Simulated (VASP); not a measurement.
SnSe2: single point with r2SCAN

SnSe2:

```
CELL_PARAMETERS angstrom
3.81100 0.00000 0.00000
-1.90550 3.30042 0.00000
0.00000 0.00000 6.13700
ATOMIC_POSITIONS crystal
Sn 0.00000 0.00000 0.00000
Se 0.34659 0.69318 0.25000
Se 0.67992 0.35985 0.75000
```

This cell differs from its parent crystal: all Se atoms moved +0.087 Å, as atom 2 along Cartesian [0 1 0].

```
Program             : VASP 6.6.1
Task                : single point
Functional          : r2SCAN
Potentials or basis : VASP PAW PBE potentials, release 64 (Sn_d, Se)
Cutoff              : 520 eV
k mesh              : 12 × 12 × 6
Occupations         : gaussian, width 0.05 eV
Spin                : no spin polarisation
```

```
Pressure               : 3.6 GPa
Largest force          : 0.603 eV/Å
Band gap on the k mesh : 1.00 eV (least direct gap 1.52 eV)
```

Forces on the atoms (eV/Å):
```
Sn   0.000  0.572  0.007
Se   0.000 -0.247  0.501
Se   0.000 -0.325 -0.507
```

Stress tensor (GPa, compression positive):
```
3.01 0.00 0.00
0.00 3.21 0.25
0.00 0.25 4.51
```

Levels at points of the mesh, in eV from the valence-band top:
```tsv
k point	band 9	band 10	band 11	band 12	band 13	band 14	band 15	band 16	band 17	band 18
(0.00, 0.00, 0.00)	-0.80	-0.79	-0.40	-0.39	-0.04	1.48	3.44	5.03	5.05	8.75
(0.50, 0.00, 0.00)	-4.60	-3.01	-2.77	-1.23	-0.35	1.37	4.29	5.75	6.04	7.77
(0.00, 0.50, 0.00)	-4.58	-3.00	-2.78	-1.23	-0.35	1.39	4.26	5.87	5.89	7.78
(0.00, 0.00, 0.50)	-2.13	-0.87	-0.86	-0.26	-0.26	2.79	3.43	4.75	4.78	8.75
(0.50, 0.00, 0.50)	-5.06	-2.59	-2.05	-0.88	-0.75	1.10	4.70	5.27	6.22	6.91
(0.00, 0.50, 0.50)	-5.05	-2.61	-2.04	-0.88	-0.75	1.10	4.69	5.26	6.33	6.79
```

Wall time 36 min on 1 thread of Oxide Virtual Turin-like Processor (shared host), peak memory 0.43 GiB.

Caveat: the cell differs from its parent crystal (all Se atoms moved +0.087 Å, as atom 2 along Cartesian [0 1 0]); the cell stands under pressure; the PAW data sets were made with another functional, which shifts forces and pressure a little; spin-orbit coupling is left out, which moves the levels of the heavy elements. A k mesh can miss the band edges.
